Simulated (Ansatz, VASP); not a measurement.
# KF: VASP beside Ansatz

```
K F
1.0
     0.13992    2.65354    2.65354
     2.65354    0.13992    2.65354
     2.65354    2.65354    0.13992
K F
1 1
Direct
  0.00000 0.00000 0.00000
  0.50000 0.50000 0.50000
```

Alike in both runs: task single point; functional LDA; k mesh 8 × 8 × 8; occupations gaussian, width 0.05 eV; no spin polarisation.

|  | VASP | Ansatz |
| --- | --- | --- |
| version | VASP 6.6.1 | Ansatz 0.2.0 |
| potentials or method | VASP PAW LDA potentials, release 64 (K_sv, F), cutoff 520 eV | scalar-relativistic, plane waves, PAW |
| valence electrons in the cell | 16 | 16 |

Ansatz gave:

```
gap on the k mesh at the Fermi level (eV)                     : 6.30
least direct gap on the mesh (eV)                             : 6.30
pressure (GPa)                                                : -0.2
traceless stress, the component that is largest in VASP (GPa) : -0.87
```

Q: Which values does VASP return?

A: gap on the k mesh at the Fermi level (eV): 6.29; least direct gap on the mesh (eV): 6.29; pressure (GPa): 0.0; traceless stress, the component that is largest in VASP (GPa): -0.85.

LDA's correlation is that of Perdew and Zunger in VASP and of Perdew and Wang (1992) in Ansatz.
